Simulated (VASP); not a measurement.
Here is a VASP 6.6.1 calculation.

File INCAR:

```
SYSTEM = Mo
PREC = Accurate
ENCUT = 520
EDIFF = 1E-6
ISMEAR = 0
SIGMA = 0.15
LREAL = .FALSE.
LASPH = .TRUE.
NELM = 100
ALGO = Normal
ISIF = 2
LWAVE = .FALSE.
LCHARG = .FALSE.
GGA = PS
NBANDS = 13
```

File KPOINTS:

```
Automatic mesh
0
G
  18 18 18
  0 0 0
```

POSCAR

```
Mo
1.0
    2.9406736770      0.0000000000      0.0000000000
   -1.4703368385      2.5466981085      0.0000000000
    0.0000000000      0.0000000000      2.5551807000
Mo
1
Direct
    0.0000000000      0.0000000000      0.5000000000
```

Potentials or basis: VASP PAW PBE potentials, release 64 (Mo_sv).

The run is started by

```bash
$ cat potpaw_PBE.64/Mo_sv/POTCAR > POTCAR
$ mpirun -np 1 vasp_std > vasp.out
```

Task: What does it give for the pressure?

Result: -25.3 GPa.

Task: What does it give for the band gap on the k mesh?

Result: Zero (band 7 reaches 9.87 eV, above the bottom of band 8 at 8.55 eV).

Stress tensor (GPa, compression positive):
```
-26.81   0.00   0.00
  0.00 -26.81   0.00
  0.00   0.00 -22.27
```

Caveat: the cell differs from its parent crystal (strain +0.0750 x Voigt [1, 1, 0, 0, 0, 0]); the PAW data sets were made with another functional, which shifts forces and pressure a little.
